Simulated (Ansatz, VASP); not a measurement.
**CsBa: VASP beside Ansatz**

```
CELL_PARAMETERS angstrom
5.15596 0.00000 0.00000
0.00000 5.15596 0.00000
0.00000 0.00000 6.51501
ATOMIC_POSITIONS crystal
Cs 0.00000 0.50000 0.23510
Cs 0.50000 0.00000 0.76490
Ba 0.00000 0.00000 0.00000
Ba 0.50000 0.50000 0.00000
```

Alike in both runs: task relaxation of cell and atoms; functional PBE; k mesh 4 × 4 × 4; occupations gaussian, width 0.1 eV; no spin polarisation.

|  | VASP | Ansatz |
| --- | --- | --- |
| version | VASP 6.6.1 | Ansatz 0.2.0 |
| potentials or method | VASP PAW PBE potentials, release 64 (Cs_sv, Ba_sv), cutoff 600 eV | scalar-relativistic, plane waves, PAW |
| valence electrons in the cell | 38 | 38 |

```tsv
	VASP	Ansatz	Ansatz less VASP
gap on the k mesh at the Fermi level, each at its own relaxed structure (eV)	none	none	-
relaxed volume (Å³/atom)	83.13	77.62	-5.508
relaxed cell length with the largest relative difference (Å)	6.546	6.327	-0.2188
```

A gap of «none» marks a metal or a gap that the smearing closes. One of these differences is far larger than is usual between the two programs; its cause wasn't traced.

Neither program's run includes spin-orbit coupling. Noted on VASP's run: the volume moved by over 15 % at a fixed basis, so the end points are rough.
